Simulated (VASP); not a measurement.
The system is Hf3B2.

```
CELL_PARAMETERS angstrom
4.28715 0.00000 0.00000
0.00000 4.28715 0.00000
0.00000 0.00000 4.05600
ATOMIC_POSITIONS crystal
Hf 0.00000 0.50000 0.05701
Hf 0.00000 0.00000 0.50000
Hf 0.50000 0.00000 0.94299
B 0.50000 0.50000 0.50000
B 0.00000 0.00000 0.00000
```

```yaml
Program: VASP 6.6.1
Task: relaxation of cell and atoms
Functional: PBE
Potentials_or_basis: VASP PAW PBE potentials, release 64 (Hf_pv, B)
Cutoff: 600 eV
k_mesh: 4 × 4 × 4
Occupations: gaussian, width 0.1 eV
Spin: no spin polarisation
```

At the start: pressure 28.0 GPa; volume 14.91 Å³/atom.

Task: Where does the relaxation end?

Result: Over 8 steps the energy falls by 333.6 meV/atom and the volume is 17.40 Å³/atom (+16.7 %); space group P-4m2 (No. 115, to 0.1 Å) before, Pm-3m (No. 221, to 0.1 Å).

Step by step:
```tsv
step	energy change (eV)	largest force (eV/Å)	pressure (GPa)	volume (Å³)
1	0.0000	2.3077	27.99	74.55
2	-0.3275	0.5319	-17.04	106.07
3	-1.4057	1.2377	-3.04	89.58
4	-1.4081	1.2728	-2.22	88.98
5	-1.5543	0.8462	-0.46	87.46
6	-1.5833	0.5747	0.93	86.48
7	-1.6635	0.1738	0.12	86.88
8	-1.6682	0.0383	-0.08	86.99
```

Final structure:
```
Hf B
1.0
     4.43449    0.00000    0.00000
     0.00000    4.43449    0.00000
     0.00000    0.00000    4.42380
Hf B
3 2
Direct
  0.00000 0.50000 0.00120
  0.00000 0.00000 0.50000
  0.50000 0.00000 0.99880
  0.50000 0.50000 0.50000
  0.00000 0.00000 0.00000
```

Caveat: the k points lie up to 0.36 Å⁻¹ apart in the final cell, too coarse for converged energies and pressures of a metal; the volume moved by over 15 % at a fixed basis, so the end points are rough.
